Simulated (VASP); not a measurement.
# Ir (Fm-3m) in VASP: settings compared, part 2 of 2

VASP 6.6.1.

## (3) Single point, r2SCAN

Contents of POSCAR:

```
Ir
1.0
    0.0000000000      1.9228496764      1.9228496764
    1.9228496764      0.0000000000      1.9228496764
    1.9228496764      1.9228496764      0.0000000000
Ir
1
Direct
    0.0000000000      0.0000000000      0.0000000000
```

Contents of INCAR.step1:

```
SYSTEM = Ir
PREC = Accurate
ENCUT = 550
ISMEAR = 1
SIGMA = 0.03
LREAL = .FALSE.
LASPH = .TRUE.
NELM = 120
NBANDS = 14
GGA = PE
ALGO = Normal
EDIFF = 1E-5
LWAVE = .TRUE.
LCHARG = .FALSE.
GGA_COMPAT = .FALSE.
```

Contents of INCAR.step2:

```
SYSTEM = Ir
PREC = Accurate
ENCUT = 550
EDIFF = 1E-6
ISMEAR = 1
SIGMA = 0.03
LREAL = .FALSE.
LASPH = .TRUE.
NELM = 120
ALGO = Normal
ISIF = 2
LWAVE = .FALSE.
LCHARG = .FALSE.
METAGGA = R2SCAN
LMIXTAU = .TRUE.
NBANDS = 14
ISTART = 1
GGA_COMPAT = .FALSE.
```

Contents of KPOINTS:

```
Automatic mesh
0
G
  14 14 14
  0 0 0
```

Potentials or basis: VASP PAW PBE potentials, release 64 (Ir_sv_GW).

Launch:

```sh
> cat potpaw_PBE.64/Ir_sv_GW/POTCAR > POTCAR
> cp INCAR.step1 INCAR
> mpirun -np 1 vasp_std > vasp.out
> cp INCAR.step2 INCAR
> mpirun -np 1 vasp_std > vasp.out
```

OUTCAR:

```text
SYSTEM = Ir
   PREC = Accurate
   ENCUT = 550
   EDIFF = 1E-6
   ISMEAR = 1
   LREAL = .FALSE.
   LASPH = .TRUE.
   NELM = 120
   ISIF = 2
   METAGGA = R2SCAN
   ISTART = 1

 ion  position               nearest neighbor table
   1  0.000  0.000  0.000-

  LATTYP: Found a face centered cubic cell.
 ALAT       =     3.8456993528

  Lattice vectors:

 A1 = (   0.0000000000,   1.9228496764,   1.9228496764)
 A2 = (   1.9228496764,   0.0000000000,   1.9228496764)
 A3 = (   1.9228496764,   1.9228496764,   0.0000000000)

Analysis of symmetry for initial positions (statically):
=====================================================================
 Subroutine PRICEL returns:
 Original cell was already a primitive cell.

 Routine SETGRP: Setting up the symmetry group for a
 face centered cubic supercell.

 Subroutine GETGRP returns: Found 48 space group operations
 (whereof 48 operations were pure point group operations)
 out of a pool of 48 trial point group operations.

The static configuration has the point symmetry O_h .

Analysis of symmetry for dynamics (positions and initial velocities):
=====================================================================
 Subroutine PRICEL returns:
 Original cell was already a primitive cell.
[... 171 lines left out ...]
      8       8.6002      2.00000
      9      11.2837      2.00000
     10      11.2837      2.00000
     11      26.8426      0.00000
     12      32.6176      0.00000
     13      32.6176      0.00000
     14      32.6176      0.00000
[... 377 lines left out ...]
      1     -82.4190      2.00000
      2     -38.6916      2.00000
      3     -38.3902      2.00000
      4     -38.3808      2.00000
      5       3.9789      2.00000
      6       7.1933      2.00000
      7       8.9331      2.00000
      8       9.7292      2.00000
      9      11.1045      2.00000
     10      12.2740      2.00000
     11      28.0185      0.00000
     12      30.6582      0.00000
     13      33.1299      0.00000
     14      34.0026      0.00000

 [... further k-points ...]

------------------------ aborting loop because EDIFF is reached ----------------------------------------

  FORCE on cell =-STRESS in cart. coord.  units (eV):
  Direction    XX          YY          ZZ          XY          YZ          ZX
  --------------------------------------------------------------------------------------
  -------------------------------------------------------------------------------------
  Total       -0.2112789     -0.2112789     -0.2112789      0.0000000      0.0000000      0.0000000
  in kB      -23.8067812    -23.8067812    -23.8067812      0.0000000      0.0000000      0.0000000
  external PRESSURE =     -23.8067812 kB  Pullay stress =       0.0000000 kB

 VOLUME and BASIS-vectors are now :
 -----------------------------------------------------------------------------
  energy-cutoff  :      550.00
  volume of cell :       14.22
      direct lattice vectors                 reciprocal lattice vectors
     0.000000000  1.922849676  1.922849676    -0.260030727  0.260030727  0.260030727
     1.922849676  0.000000000  1.922849676     0.260030727 -0.260030727  0.260030727
     1.922849676  1.922849676  0.000000000     0.260030727  0.260030727 -0.260030727

 POSITION                                       TOTAL-FORCE (eV/Angst)
 -----------------------------------------------------------------------------------
      0.00000      0.00000      0.00000         0.000000      0.000000      0.000000
 -----------------------------------------------------------------------------------
    total drift:                                0.000000      0.000000     -0.000000

  FREE ENERGIE OF THE ION-ELECTRON SYSTEM (eV)
  ---------------------------------------------------
  free  energy   TOTEN  =       -52.8922678030 eV

  energy  without entropy=      -52.8922776213  energy(sigma->0) =      -52.89227108
```

OUTCAR.step1:

```text
SYSTEM = Ir
   PREC = Accurate
   ENCUT = 550
   ISMEAR = 1
   LREAL = .FALSE.
   LASPH = .TRUE.
   NELM = 120
[... 625 lines left out ...]
 -----------------------------------------------------------------------------------
      0.00000      0.00000      0.00000         0.000000      0.000000      0.000000
 -----------------------------------------------------------------------------------
    total drift:                                0.000000      0.000000     -0.000000

  FREE ENERGIE OF THE ION-ELECTRON SYSTEM (eV)
  ---------------------------------------------------
  free  energy   TOTEN  =        -9.3987450452 eV

  energy  without entropy=       -9.3984280441  energy(sigma->0) =       -9.39863938
```

Wall time 65 s (1 thread of Intel Xeon Platinum 8259CL at 2.50GHz (Skylake/Cascade Lake), shared host); peak memory 0.16 GiB.

Results:

```yaml
Free_energy: -52.8923 eV
Pressure: -2.4 GPa
Band_gap_on_the_k_mesh: zero (an odd number of electrons rules out a gap without spin polarisation)
```

Caveat: the PAW data sets were made with another functional, which shifts forces and pressure a little; spin-orbit coupling is left out, which moves the levels of the heavy elements.
